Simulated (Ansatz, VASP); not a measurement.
**Two plane-wave programs on CoSi3**

```xyz
4
Lattice="0.0000 2.9187 2.9187 2.9187 0.0000 2.9187 2.9187 2.9187 0.0000" Properties=species:S:1:pos:R:3 pbc="T T T"
Si    1.4594    1.4594    1.4594
Si    4.3781    4.3781    4.3781
Si    2.9187    2.9187    2.9187
Co    0.0000    0.0000    0.0000
```

Alike in both runs: task single point; functional r2SCAN; k mesh 12 × 12 × 12; occupations gaussian, width 0.1 eV; collinear spin.

|  | VASP | Ansatz |
| --- | --- | --- |
| version | VASP 6.6.1 | Ansatz 0.2.0 |
| potentials or method | VASP PAW PBE potentials, release 64 (Si, Co), cutoff 660 eV | scalar-relativistic, plane waves, PAW |
| valence electrons in the cell | 21 | 29 |

Ansatz gave:

| Property | Result |
| --- | --- |
| gap on the k mesh at the Fermi level (eV) | none |
| pressure (GPa) | -1.2 |
| net moment per atom (μB) | 0.17 |
| size of the moment on the site where the two differ most (μB) | 0.82 |

Which values does VASP return?

gap on the k mesh at the Fermi level (eV): none; pressure (GPa): -1.2; net moment per atom (μB): 0.17; size of the moment on the site where the two differ most (μB): 0.78.

VASP's potentials were made for PBE, not for r2SCAN. Site moments also hang on the region over which each program counts them. A gap of «none» marks a metal or a gap that the smearing closes. VASP's potentials hold 21 valence electrons a cell and Ansatz's 29, so a difference there can come from the potentials and not from the codes. Ansatz's warnings: stability check not made.
